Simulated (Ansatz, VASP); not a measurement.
BiSbTe2S: VASP beside Ansatz

```
CELL_PARAMETERS angstrom
5.83928 0.00000 0.00000
0.00000 5.83928 0.00000
0.00000 0.00000 4.80659
ATOMIC_POSITIONS crystal
Sb 0.50000 0.50000 0.50000
Bi 0.00000 0.00000 0.00000
Te 0.50000 0.00000 0.50000
Te 0.00000 0.50000 0.50000
S 0.50000 0.50000 0.00000
```

Change from the starting cell: species swapped into the CsHgBrCl2 type (P4/mmm, No. 123).

Alike in both runs: task relaxation of cell and atoms; functional PBE; k mesh 6 × 6 × 8; occupations gaussian, width 0.1 eV; no spin polarisation.

|  | VASP | Ansatz |
| --- | --- | --- |
| version | VASP 6.6.1 | Ansatz 0.2.0 |
| potentials or method | VASP PAW PBE potentials, release 64 (Sb, Bi_d, Te, S), cutoff 600 eV | scalar-relativistic, plane waves, PAW |
| valence electrons in the cell | 38 | 68 |

|  | VASP | Ansatz | Ansatz less VASP |
| --- | --- | --- | --- |
| gap on the k mesh at the Fermi level, each at its own relaxed structure (eV) | none | none | - |
| relaxed volume (Å³/atom) | 32.76 | 32.78 | +0.020 |
| relaxed cell length with the largest relative difference (Å) | 5.806 | 5.808 | +0.0025 |

A gap of «none» marks a metal or a gap that the smearing closes. VASP's potentials hold 38 valence electrons a cell and Ansatz's 68, so a difference there can come from the potentials and not from the codes.

Neither program's run includes spin-orbit coupling.
